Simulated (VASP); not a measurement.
# MgS (F-43m) in VASP: notebook, part 2 of 2

VASP 6.6.1. Earlier steps stand in the parts before.

### Step 3. Single point, PBEsol

This run uses another cell than the first one, of 19.77 Å³/atom, 1.093 times its volume.

Input file INCAR:

```
SYSTEM = MgS
PREC = Accurate ; ENCUT = 520
EDIFF = 1E-7 ; ISMEAR = -1
SIGMA = 0.05 ; LREAL = .False.
LASPH = .True. ; NELM = 80
ALGO = Normal ; ISIF = 2
LWAVE = .False. ; LCHARG = .False.
GGA = PS ; NBANDS = 11
```

Input file KPOINTS:

```
regular mesh
0
Gamma
  8 8 8
  0 0 0
```

Input file POSCAR:

```
MgS
1.0
    0.0000000000      2.7038067992      2.7038067992
    2.7038067992      0.0000000000      2.7038067992
    2.7038067992      2.7038067992      0.0000000000
S Mg
1 1
Direct
    0.2500000000      0.2500000000      0.2500000000
    0.0000000000      0.0000000000      0.0000000000
```

Potentials or basis: VASP PAW PBE potentials, release 64 (S, Mg).

On the command line:

```
cat potpaw_PBE.64/S/POTCAR potpaw_PBE.64/Mg/POTCAR > POTCAR
mpirun -np 1 vasp_std > vasp.out
```

OUTCAR:

```text
SYSTEM = MgS
   PREC = Accurate
   ENCUT = 520
   EDIFF = 1E-7
   ISMEAR = -1
   LREAL = .False.
   LASPH = .True.
   NELM = 80
   ISIF = 2
   GGA = PS

 ion  position               nearest neighbor table
   1  0.250  0.250  0.250-   2 2.34   2 2.34   2 2.34   2 2.34
   2  0.000  0.000  0.000-   1 2.34   1 2.34   1 2.34   1 2.34

  LATTYP: Found a face centered cubic cell.
 ALAT       =     5.4076135984

  Lattice vectors:

 A1 = (   0.0000000000,   2.7038067992,   2.7038067992)
 A2 = (   2.7038067992,   0.0000000000,   2.7038067992)
 A3 = (   2.7038067992,   2.7038067992,   0.0000000000)

Analysis of symmetry for initial positions (statically):
=====================================================================
 Subroutine PRICEL returns:
 Original cell was already a primitive cell.

 Routine SETGRP: Setting up the symmetry group for a
 face centered cubic supercell.

 Subroutine GETGRP returns: Found 24 space group operations
 (whereof 24 operations were pure point group operations)
 out of a pool of 48 trial point group operations.

The static configuration has the point symmetry T_d .

Analysis of symmetry for dynamics (positions and initial velocities):
=====================================================================
 Subroutine PRICEL returns:
 Original cell was already a primitive cell.

 Routine SETGRP: Setting up the symmetry group for a
 face centered cubic supercell.

 Subroutine GETGRP returns: Found 24 space group operations
 (whereof 24 operations were pure point group operations)
 out of a pool of 48 trial point group operations.

The dynamic configuration has the point symmetry T_d .

 Subroutine INISYM returns: Found 24 space group operations
 (whereof 24 operations are pure point group operations),
 and found     1 'primitive' translations

----------------------------------------------------------------------------------------

                                     Primitive cell

  volume of cell :      39.5327
[... 110 lines left out ...]
  volume/ion in A,a.u.               =      19.77       133.39
  Fermi-wavevector in a.u.,A,eV,Ry     =   0.961138  1.816288 12.568880  0.923787
  Thomas-Fermi vector in A             =   2.090484
   LORBIT       =      0    0 simple, 1 ext, 2 COOP (PROOUT), +10 PAW based schemes
   GGA     = PS    functional components
   LHFCALC =     F    Hartree Fock is set to
   AEXX    =    0.0000 exact exchange contribution
   IVDW    =     0    specifies the selected vdW correction
   LEPSILON=     F    determine dielectric tensor
   LRPA    =     F    only Hartree local field effects (RPA)
 non-spin polarized calculation
  energy-cutoff  :      520.00
  volume of cell :       39.53
 maximum number of plane-waves:      1090
   NGX = 15   NGY = 15   NGZ = 15

 number of electron       7.9999998 magnetization

 Free energy of the ion-electron system (eV)
  ---------------------------------------------------
  ext. energy  EPLUGINS =         0.00000000
  ---------------------------------------------------
  free energy    TOTEN  =        -8.76197075 eV

  energy without entropy =       -8.76197075  energy(sigma->0) =       -8.76197075

 E-fermi :   2.9590     XC(G=0):  -9.1216

 val. band max:        1.9312433722   @ k =   0.0000   0.0000   0.0000
 cond. band min:       5.4889984719   @ k =   0.5000   0.5000   0.0000
 fundamental gap:      3.5577550997
 Fermi energy:         2.9590435861

 k-point     1 :       0.0000    0.0000    0.0000
  band No.  band energies     occupation
      1      -9.8472      2.00000
      2       1.9312      2.00000
      3       1.9312      2.00000
      4       1.9312      2.00000
      5       5.9360      0.00000
      6      10.1464      0.00000
      7      10.1464      0.00000
      8      10.1464      0.00000
      9      12.9918      0.00000
     10      12.9918      0.00000
     11      16.4725      0.00000
[... 309 lines left out ...]
 k-point    24 :      -0.3750    0.2500    0.1250
  band No.  band energies     occupation
      1      -8.7674      2.00000
      2      -1.3373      2.00000
      3       0.3958      2.00000
      4       1.1605      2.00000
      5       7.9803      0.00000
      6       8.7827      0.00000
      7      11.0202      0.00000
      8      11.3573      0.00000
      9      13.9919      0.00000
     10      15.4063      0.00000
     11      17.0449      0.00000

 [... further k-points ...]
[... 5 lines left out ...]
  --------------------------------------------------------------------------------------
  -------------------------------------------------------------------------------------
  Total        2.4679894      2.4679894      2.4679894      0.0000000      0.0000000      0.0000000
  in kB      100.0223187    100.0223187    100.0223187      0.0000000      0.0000000      0.0000000
  external PRESSURE =     100.0223187 kB  Pullay stress =       0.0000000 kB

 VOLUME and BASIS-vectors are now :
 -----------------------------------------------------------------------------
  energy-cutoff  :      520.00
  volume of cell :       39.53
      direct lattice vectors                 reciprocal lattice vectors
     0.000000000  2.703806799  2.703806799    -0.184924455  0.184924455  0.184924455
     2.703806799  0.000000000  2.703806799     0.184924455 -0.184924455  0.184924455
     2.703806799  2.703806799  0.000000000     0.184924455  0.184924455 -0.184924455

 POSITION                                       TOTAL-FORCE (eV/Angst)
 -----------------------------------------------------------------------------------
      1.35190      1.35190      1.35190         0.000000      0.000000      0.000000
      0.00000      0.00000      0.00000        -0.000000     -0.000000     -0.000000
 -----------------------------------------------------------------------------------
    total drift:                                0.000000      0.000000      0.000000

  FREE ENERGIE OF THE ION-ELECTRON SYSTEM (eV)
  ---------------------------------------------------
  free  energy   TOTEN  =        -8.7619707467 eV

  energy  without entropy=       -8.7619707466  energy(sigma->0) =       -8.76197075
```

OSZICAR:

```text
N       E                     dE             d eps       ncg     rms          rms(c)
DAV:   1     0.235576007363E+02    0.23558E+02   -0.35299E+03   654   0.591E+02
DAV:   2    -0.760275841085E+01   -0.31160E+02   -0.29911E+02   793   0.100E+02
DAV:   3    -0.923414532162E+01   -0.16314E+01   -0.16292E+01   778   0.253E+01
DAV:   4    -0.924654211932E+01   -0.12397E-01   -0.12396E-01   755   0.262E+00
DAV:   5    -0.924667980706E+01   -0.13769E-03   -0.13769E-03   802   0.263E-01    0.412E+00
DAV:   6    -0.880825328346E+01    0.43843E+00   -0.96940E-01   692   0.380E+00    0.312E+00
DAV:   7    -0.876115717516E+01    0.47096E-01   -0.25178E-01   752   0.207E+00    0.231E+00
DAV:   8    -0.876253258055E+01   -0.13754E-02   -0.12523E-02   707   0.677E-01    0.115E+00
DAV:   9    -0.876190980146E+01    0.62278E-03   -0.16474E-03   740   0.211E-01    0.300E-01
DAV:  10    -0.876196481283E+01   -0.55011E-04   -0.16648E-04   731   0.651E-02    0.198E-02
DAV:  11    -0.876197076803E+01   -0.59552E-05   -0.68103E-06   752   0.136E-02    0.291E-02
DAV:  12    -0.876197074668E+01    0.21352E-07   -0.53148E-07   780   0.383E-03
   1 F= -.87619707E+01 E0= -.87619707E+01  d E =-.674310E-10
```

Wall time 7.3 s (1 thread of Intel Xeon Platinum 8559C (Emerald Rapids), shared host); peak memory 0.15 GiB.

What came out:

- Free energy: -8.7620 eV
- Pressure: 10.0 GPa
- Band gap on the k mesh: 3.56 eV, indirect (least direct gap 4.00 eV)

Caveat: the PAW data sets were made with another functional, which shifts forces and pressure a little. A k mesh can miss the band edges.

### Step 4. Single point, PBEsol

This run uses another cell than the first one, of 21.83 Å³/atom, 1.207 times its volume.

Input file INCAR:

```
PREC = Accurate
ENCUT = 520
EDIFF = 1E-6
ISMEAR = -1
SIGMA = 0.05
LREAL = False
LASPH = True
NELM = 80
ALGO = Normal
ISIF = 2
LWAVE = False
LCHARG = False
GGA = PS
NBANDS = 11
```

Input file KPOINTS:

```
regular mesh
0
Gamma
  8 8 8
```

Input file POSCAR:

```
MgS
1.0
    0.0000000000      2.7949123214      2.7949123214
    2.7949123214      0.0000000000      2.7949123214
    2.7949123214      2.7949123214      0.0000000000
S Mg
1 1
Direct
    0.2500000000      0.2500000000      0.2500000000
    0.0000000000      0.0000000000      0.0000000000
```

Potentials or basis: VASP PAW PBE potentials, release 64 (S, Mg).

On the command line:

```
cat potpaw_PBE.64/S/POTCAR potpaw_PBE.64/Mg/POTCAR > POTCAR
mpirun -np 1 vasp_std > vasp.out
```

OUTCAR:

```text
PREC = Accurate
   ENCUT = 520
   EDIFF = 1E-6
   ISMEAR = -1
   LREAL = False
   LASPH = True
   NELM = 80
   ISIF = 2
   GGA = PS

 ion  position               nearest neighbor table
   1  0.250  0.250  0.250-   2 2.42   2 2.42   2 2.42   2 2.42
   2  0.000  0.000  0.000-   1 2.42   1 2.42   1 2.42   1 2.42

  LATTYP: Found a face centered cubic cell.
 ALAT       =     5.5898246428

  Lattice vectors:

 A1 = (   0.0000000000,   2.7949123214,   2.7949123214)
 A2 = (   2.7949123214,   0.0000000000,   2.7949123214)
 A3 = (   2.7949123214,   2.7949123214,   0.0000000000)

Analysis of symmetry for initial positions (statically):
=====================================================================
 Subroutine PRICEL returns:
 Original cell was already a primitive cell.

 Routine SETGRP: Setting up the symmetry group for a
 face centered cubic supercell.

 Subroutine GETGRP returns: Found 24 space group operations
 (whereof 24 operations were pure point group operations)
 out of a pool of 48 trial point group operations.

The static configuration has the point symmetry T_d .

Analysis of symmetry for dynamics (positions and initial velocities):
=====================================================================
 Subroutine PRICEL returns:
 Original cell was already a primitive cell.

 Routine SETGRP: Setting up the symmetry group for a
 face centered cubic supercell.

 Subroutine GETGRP returns: Found 24 space group operations
 (whereof 24 operations were pure point group operations)
 out of a pool of 48 trial point group operations.

The dynamic configuration has the point symmetry T_d .

 Subroutine INISYM returns: Found 24 space group operations
 (whereof 24 operations are pure point group operations),
 and found     1 'primitive' translations

----------------------------------------------------------------------------------------

                                     Primitive cell
[... 112 lines left out ...]
  volume/ion in A,a.u.               =      21.83       147.33
  Fermi-wavevector in a.u.,A,eV,Ry     =   0.929808  1.757082 11.762822  0.864543
  Thomas-Fermi vector in A             =   2.056130
   LORBIT       =      0    0 simple, 1 ext, 2 COOP (PROOUT), +10 PAW based schemes
   GGA     = PS    functional components
   LHFCALC =     F    Hartree Fock is set to
   AEXX    =    0.0000 exact exchange contribution
   IVDW    =     0    specifies the selected vdW correction
   LEPSILON=     F    determine dielectric tensor
   LRPA    =     F    only Hartree local field effects (RPA)
 non-spin polarized calculation
  energy-cutoff  :      520.00
  volume of cell :       43.67
 maximum number of plane-waves:      1243
 NGX is ok and might be reduce to    30
   NGX = 15   NGY = 15   NGZ = 15

 number of electron       8.0000000 magnetization

 Free energy of the ion-electron system (eV)
  ---------------------------------------------------
  ext. energy  EPLUGINS =         0.00000000
  ---------------------------------------------------
  free energy    TOTEN  =        -8.90896020 eV

  energy without entropy =       -8.90896020  energy(sigma->0) =       -8.90896020

 E-fermi :   2.3144     XC(G=0):  -8.7260

 val. band max:        1.2458050461   @ k =   0.0000   0.0000   0.0000
 cond. band min:       4.7313779627   @ k =   0.0000   0.0000   0.0000
 fundamental gap:      3.4855729166
 Fermi energy:         2.3144432646

 k-point     1 :       0.0000    0.0000    0.0000
  band No.  band energies     occupation
      1     -10.1550      2.00000
      2       1.2458      2.00000
      3       1.2458      2.00000
      4       1.2458      2.00000
      5       4.7314      0.00000
      6       9.2159      0.00000
      7       9.2159      0.00000
      8       9.2159      0.00000
      9      12.1095      0.00000
     10      12.1095      0.00000
     11      15.1037      0.00000
[... 309 lines left out ...]
 k-point    24 :      -0.3750    0.2500    0.1250
  band No.  band energies     occupation
      1      -9.2789      2.00000
      2      -1.6950      2.00000
      3      -0.1322      2.00000
      4       0.5575      2.00000
      5       7.2160      0.00000
      6       7.7556      0.00000
      7      10.0980      0.00000
      8      10.1107      0.00000
      9      12.7653      0.00000
     10      14.1780      0.00000
     11      15.6480      0.00000

 [... further k-points ...]
[... 5 lines left out ...]
  --------------------------------------------------------------------------------------
  -------------------------------------------------------------------------------------
  Total        0.5349140      0.5349140      0.5349140      0.0000000      0.0000000      0.0000000
  in kB       19.6272758     19.6272758     19.6272758      0.0000000      0.0000000      0.0000000
  external PRESSURE =      19.6272758 kB  Pullay stress =       0.0000000 kB

 VOLUME and BASIS-vectors are now :
 -----------------------------------------------------------------------------
  energy-cutoff  :      520.00
  volume of cell :       43.67
      direct lattice vectors                 reciprocal lattice vectors
     0.000000000  2.794912321  2.794912321    -0.178896489  0.178896489  0.178896489
     2.794912321  0.000000000  2.794912321     0.178896489 -0.178896489  0.178896489
     2.794912321  2.794912321  0.000000000     0.178896489  0.178896489 -0.178896489

 POSITION                                       TOTAL-FORCE (eV/Angst)
 -----------------------------------------------------------------------------------
      1.39746      1.39746      1.39746        -0.000000      0.000000      0.000000
      0.00000      0.00000      0.00000         0.000000     -0.000000     -0.000000
 -----------------------------------------------------------------------------------
    total drift:                                0.000000      0.000000      0.000000

  FREE ENERGIE OF THE ION-ELECTRON SYSTEM (eV)
  ---------------------------------------------------
  free  energy   TOTEN  =        -8.9089602021 eV

  energy  without entropy=       -8.9089602021  energy(sigma->0) =       -8.90896020
```

OSZICAR:

```text
N       E                     dE             d eps       ncg     rms          rms(c)
DAV:   1     0.241628374430E+02    0.24163E+02   -0.33900E+03   638   0.576E+02
DAV:   2    -0.761335489848E+01   -0.31776E+02   -0.30538E+02   808   0.103E+02
DAV:   3    -0.937547031227E+01   -0.17621E+01   -0.17596E+01   787   0.257E+01
DAV:   4    -0.938941502073E+01   -0.13945E-01   -0.13943E-01   778   0.274E+00
DAV:   5    -0.938956874546E+01   -0.15372E-03   -0.15372E-03   786   0.280E-01    0.383E+00
DAV:   6    -0.894863148055E+01    0.44094E+00   -0.10571E+00   692   0.382E+00    0.282E+00
DAV:   7    -0.890779970164E+01    0.40832E-01   -0.23556E-01   760   0.195E+00    0.212E+00
DAV:   8    -0.890955991807E+01   -0.17602E-02   -0.14148E-02   728   0.719E-01    0.108E+00
DAV:   9    -0.890887954641E+01    0.68037E-03   -0.17762E-03   746   0.212E-01    0.347E-01
DAV:  10    -0.890894992291E+01   -0.70377E-04   -0.21192E-04   725   0.713E-02    0.299E-02
DAV:  11    -0.890896062734E+01   -0.10704E-04   -0.10107E-05   761   0.169E-02    0.458E-02
DAV:  12    -0.890896020215E+01    0.42519E-06   -0.99149E-07   760   0.454E-03
   1 F= -.89089602E+01 E0= -.89089602E+01  d E =-.333710E-10
```

stdout:

```text
POSCAR found type information on POSCAR S Mg
 POSCAR found :  2 types and       2 ions
 scaLAPACK will be used
 -----------------------------------------------------------------------------
|                                                                             |
|                                                                             |
|     You enforced a specific xc type in the INCAR file but a different       |
|     I HOPE YOU KNOW WHAT YOU ARE DOING!                                     |
|                                                                             |
 -----------------------------------------------------------------------------

 LDA part: xc-table for (Slater+PW92), standard interpolation
 POSCAR, INCAR and KPOINTS ok, starting setup
 FFT: planning ... GRIDC
 FFT: planning ... GRID_SOFT
 FFT: planning ... GRID
 WAVECAR not read
 entering main loop
```

Wall time 9.3 s (1 thread of Intel Xeon Platinum 8559C (Emerald Rapids), shared host); peak memory 0.17 GiB.

Results:

```
Free energy            : -8.9090 eV
Pressure               : 2.0 GPa
Band gap on the k mesh : 3.49 eV, direct
```

Caveat: the PAW data sets were made with another functional, which shifts forces and pressure a little. A hybrid or GW would open this gap; PBEsol tends to underestimate it.

### Step 5. Single point, PBEsol

This run uses another cell than the first one, of 20.95 Å³/atom, 1.159 times its volume.

Input file INCAR:

```
PREC = Accurate ; ENCUT = 520
EDIFF = 1E-7 ; ISMEAR = -1
SIGMA = 0.05 ; LREAL = False
LASPH = True ; NELM = 60
ALGO = Normal ; ISIF = 2
LWAVE = False ; LCHARG = True
GGA = PS ; LELF = True
LVHAR = True ; NBANDS = 11
```

KPOINTS is that of step 4.

Input file POSCAR:

```
MgS
1.0
    0.0000000000      2.7566411682      2.7566411682
    2.7566411682      0.0000000000      2.7566411682
    2.7566411682      2.7566411682      0.0000000000
S Mg
1 1
Direct
    0.2500000000      0.2500000000      0.2500000000
    0.0000000000      0.0000000000      0.0000000000
```

On the command line:

```
cat potpaw_PBE.64/S/POTCAR potpaw_PBE.64/Mg/POTCAR > POTCAR
mpirun -np 1 vasp_std > vasp.out
```

It took 10 s on 1 thread of Intel Xeon Platinum 8559C (Emerald Rapids), shared host; peak memory 0.16 GiB.

The run converged. Its results:

```
Free energy            : -8.8710 eV
Pressure               : 4.9 GPa
Band gap on the k mesh : 3.63 eV, indirect (least direct gap 3.70 eV)
```

Levels at points of the mesh, in eV from the valence-band top:
```tsv
k point	band 1	band 2	band 3	band 4	band 5	band 6	band 7	band 8
(0.00, 0.00, 0.00)	-11.55	0.00	0.00	0.00	3.70	8.07	8.07	8.07
(0.50, 0.00, 0.00)	-10.73	-3.47	-0.36	-0.36	5.28	7.65	7.65	8.80
(0.50, 0.50, 0.00)	-10.46	-3.09	-1.15	-1.15	3.63	5.64	11.82	12.81
```

Caveat: the PAW data sets were made with another functional, which shifts forces and pressure a little.

### Step 6. Single point, PBEsol

This run uses another cell than the first one, of 22.57 Å³/atom, 1.248 times its volume.

Input file INCAR:

```
SYSTEM = MgS
ALGO = Normal
EDIFF = 1E-7
ENCUT = 520
GGA = PS
ISIF = 2
ISMEAR = -1
LASPH = .TRUE.
LCHARG = .TRUE.
LELF = .TRUE.
LREAL = .FALSE.
LVHAR = .TRUE.
LWAVE = .FALSE.
NBANDS = 11
NELM = 100
PREC = Accurate
SIGMA = 0.05
```

Input file KPOINTS:

```
k-points
0
G
  8 8 8
  0 0 0
```

Input file POSCAR:

```
MgS
1.0
    0.0000000000      2.8258920799      2.8258920799
    2.8258920799      0.0000000000      2.8258920799
    2.8258920799      2.8258920799      0.0000000000
S Mg
1 1
Direct
    0.2500000000      0.2500000000      0.2500000000
    0.0000000000      0.0000000000      0.0000000000
```

Potentials or basis: VASP PAW PBE potentials, release 64 (S, Mg).

On the command line:

```
cat potpaw_PBE.64/S/POTCAR potpaw_PBE.64/Mg/POTCAR > POTCAR
mpirun -np 1 vasp_std > vasp.out
```

It took 10 s on 1 thread of Intel Xeon Platinum 8559C (Emerald Rapids), shared host; peak memory 0.16 GiB.

Results (log left out):

| Quantity | Value |
| --- | --- |
| Free energy | -8.9176 eV |
| Pressure | -0.1 GPa |
| Band gap on the k mesh | 3.32 eV, direct |

Levels at points of the mesh, in eV from the valence-band top:
```
           k point  band 1  band 2  band 3  band 4  band 5  band 6  band 7  band 8  band 9
(0.00, 0.00, 0.00)  -11.29    0.00    0.00    0.00    3.32    7.89    7.89    7.89   10.79
(0.50, 0.00, 0.00)  -10.59   -3.20   -0.33   -0.33    5.01    7.55    7.55    8.45   12.75
(0.50, 0.50, 0.00)  -10.36   -2.87   -1.06   -1.06    3.71    5.55   11.08   12.20   12.20
```

Caveat: the PAW data sets were made with another functional, which shifts forces and pressure a little.

### Step 7. Summary

| cell | gap on the mesh (eV) | pressure (GPa) |
| --- | --- | --- |
| a = 3.712 Å, angles 60.0°, 2 atoms | 3.42 | 20.1 |
| a = 3.824 Å, angles 60.0°, 2 atoms | 3.56 | 10.0 |
| a = 3.953 Å, angles 60.0°, 2 atoms | 3.49 | 2.0 |
| a = 3.898 Å, angles 60.0°, 2 atoms | 3.63 | 4.9 |
| a = 3.996 Å, angles 60.0°, 2 atoms | 3.32 | -0.1 |

Alike in all rows: task single point; level PBEsol; potentials or basis VASP PAW PBE potentials, release 64 (S, Mg); no spin polarisation; k mesh 8 × 8 × 8; cutoff (eV) 520; smearing fermi-dirac 0.05 eV.

Caveats: the PAW data sets were made with another functional, which shifts forces and pressure a little.

Total energies depend on the potentials used, so only differences within one code and one set of settings carry meaning.
